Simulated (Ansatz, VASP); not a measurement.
# Two plane-wave programs on Al5As

Contents of INCAR:

```
SYSTEM = Al5As
PREC = Accurate ; ENCUT = 520
EDIFF = 1E-7 ; ISMEAR = 0
SIGMA = 0.1 ; LREAL = .False.
LASPH = .True. ; NELM = 60
ALGO = Normal ; ISIF = 2
LWAVE = .False. ; LCHARG = .True.
GGA = PE ; LELF = .True.
LVHAR = .True. ; NBANDS = 19
```

KPOINTS

```
Automatic mesh
0
Gamma
  6 6 4
  0 0 0
```

POSCAR

```
Al5As
1.0
    5.1329287000      0.0000000000      0.0000000000
   -2.5664643500      4.4452466500      0.0000000000
    0.0000000000      0.0000000000      4.0633795600
Al As
5 1
Direct
    0.5000000000      0.0000000000      0.5000000000
    0.5000000000      0.5000000000      0.5000000000
    0.0000000000      0.5000000000      0.5000000000
    0.3333333300      0.6666666700      0.0000000000
    0.6666666700      0.3333333300      0.0000000000
    0.0000000000      0.0000000000      0.0000000000
```

Input for Ansatz:

```yaml
crystal:
  lattice:
    - [5.1329287, 0.0, 0.0]
    - [-2.56646435, 4.44524665, 0.0]
    - [0.0, 0.0, 4.06337956]
  atoms:
    - { symbol: Al, position: [0.5, 0.0, 0.5] }
    - { symbol: Al, position: [0.5, 0.5, 0.5] }
    - { symbol: Al, position: [0.0, 0.5, 0.5] }
    - { symbol: Al, position: [0.33333333, 0.66666667, 0.0] }
    - { symbol: Al, position: [0.66666667, 0.33333333, 0.0] }
    - { symbol: As, position: [0.0, 0.0, 0.0] }
basis:
  ecutwfc: 420
kpoints:
  mp_grid: { grid: [6, 6, 4] }
hamiltonian:
  xc: pbe
scf:
  occupations: { method: gaussian, width: 0.1 }
  lower_state_search: "off"
output:
  forces: true
  stress: true
  eigenvalues: true
```

Change from the starting cell: species swapped into the KAu5 type (P6/mmm, No. 191).

Alike in both runs: task single point; functional PBE; k mesh 6 × 6 × 4; occupations gaussian, width 0.1 eV; no spin polarisation.

```csv
,VASP,Ansatz
version,VASP 6.6.1,Ansatz 0.2.0
potentials or method,"VASP PAW PBE potentials, release 64 (Al, As), cutoff 520 eV","scalar-relativistic, plane waves, PAW"
valence electrons in the cell,20,30
```

VASP gave:

* gap on the k mesh at the Fermi level (eV): none
* pressure (GPa): 20.7
* traceless stress, the component that is largest in VASP (GPa): 10.36

**Question.** Which values does Ansatz return?

**Answer.** gap on the k mesh at the Fermi level (eV): none; pressure (GPa): 20.7; traceless stress, the component that is largest in VASP (GPa): 10.37.

A gap of «none» marks a metal or a gap that the smearing closes. With one functional, cell and mesh, what is left measures potentials, basis and numerics. VASP's potentials hold 20 valence electrons a cell and Ansatz's 30, so a difference there can come from the potentials and not from the codes.

The k mesh is coarse, so the values compare programs but aren't converged.
